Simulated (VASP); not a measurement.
Set up this calculation in VASP 6.6.1, as the native input.

- Task: single point
- Functional: PBEsol
- Potentials or basis: VASP PAW PBE potentials, release 64 (Pt, Fe)
- Cutoff: 520 eV
- k mesh: 10 × 10 × 7
- Occupations: fermi-dirac, width 0.05 eV
- Spin: collinear spin, ferromagnetic start
- Starting moments: [0.0, 3.0] μB
- Dipole correction: no
- Further INCAR settings: ALGO = Normal; EDIFF = 1e-07; NBANDS = 20

The structure of FePt lies in POSCAR:

```
FePt
1.0
    2.7235000000      0.0000000000      0.0000000000
    0.0000000000      2.7235000000      0.0000000000
    0.0000000000      0.0000000000      3.7200000000
Pt Fe
1 1
Direct
    0.4965890000      0.4972740000      0.5021890000
   -0.0087830000      0.0190000000      0.0115830000
```

This cell differs from its parent crystal: atoms moved at random.

These files were run (other wordings do the same):

INCAR

```
SYSTEM = FePt
ALGO = Normal ; EDIFF = 1E-7
ENCUT = 520 ; GGA = PS
ISIF = 2 ; ISMEAR = -1
ISPIN = 2 ; LASPH = .True.
LCHARG = .False. ; LMAXMIX = 4
LORBIT = 11 ; LREAL = .False.
LWAVE = .False. ; MAGMOM = 0 3
NBANDS = 20 ; NELM = 150
PREC = Accurate ; SIGMA = 0.05
```

KPOINTS

```
k-points
0
Gamma
  10 10 7
  0 0 0
```

Potentials or basis: VASP PAW PBE potentials, release 64 (Pt, Fe).

Command:

```console
$ cat potpaw_PBE.64/Pt/POTCAR potpaw_PBE.64/Fe/POTCAR > POTCAR
$ mpirun -np 1 vasp_std > vasp.out
```

Results of the run:

The pressure is -6.0 GPa and the largest force is 0.373 eV/Å. The net moment is 3.27 μB per cell. The site moments are Pt +0.34; Fe +2.90 μB and the valence electrons inside the program's atomic spheres are Pt 9.42; Fe 6.99.

Caveat: the cell differs from its parent crystal (atoms moved at random); the cell stands under tension; the PAW data sets were made with another functional, which shifts forces and pressure a little.

Run time: 8.3 min on 1 thread of Intel(R) Xeon(R) Platinum 8259CL CPU @ 2.50GHz (Skylake/Cascade Lake) (shared host), peak memory 0.39 GiB.
